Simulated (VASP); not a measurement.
Write the native input for VASP 6.6.1 that does the following.

```yaml
Task: single point
Functional: PBEsol
Potentials_or_basis: VASP PAW PBE potentials, release 64 (Au)
Cutoff: 520 eV
k_mesh: 15 × 15 × 14
Occupations: gaussian, width 0.1 eV
Spin: no spin polarisation
Dipole_correction: no
Further_INCAR_settings: ALGO = Fast; EDIFF = 1e-06; NBANDS = 12; ISYM = 0
```

The structure of Au lies in POSCAR:

```
Au
1.0
    2.7439667418      0.0000000000      0.0000000000
   -1.3719833709      2.3763449055      0.0000000000
    1.3719833709      0.7921149685      2.5068287608
Au
1
Direct
    0.0000000000      0.0000000000      0.0000000000
```

The input as run:

INCAR

```
SYSTEM = Au
  ALGO = Fast
  EDIFF = 1E-6
  ENCUT = 520
  GGA = PS
  ISIF = 2
  ISMEAR = 0
  ISYM = 0
  LASPH = .TRUE.
  LCHARG = .TRUE.
  LELF = .TRUE.
  LREAL = .FALSE.
  LVHAR = .TRUE.
  LWAVE = .FALSE.
  NBANDS = 12
  NELM = 80
  PREC = Accurate
  SIGMA = 0.1
```

KPOINTS

```
k-points
0
G
  15 15 14
  0 0 0
```

Potentials or basis: VASP PAW PBE potentials, release 64 (Au).

The run is started by

```console
$ cat potpaw_PBE.64/Au/POTCAR > POTCAR
$ mpirun -np 1 vasp_std > vasp.out
```

It gave:

```
Pressure               : 10.8 GPa
Band gap on the k mesh : zero (an odd number of electrons rules out a gap without spin polarisation)
```

Caveat: the cell stands under pressure; the PAW data sets were made with another functional, which shifts forces and pressure a little; spin-orbit coupling is left out, which moves the levels of the heavy elements.

Wall time 3.2 min on 1 thread of Intel(R) Xeon(R) Platinum 8259CL CPU @ 2.50GHz (Skylake/Cascade Lake), on a shared host, peak memory 0.39 GiB.
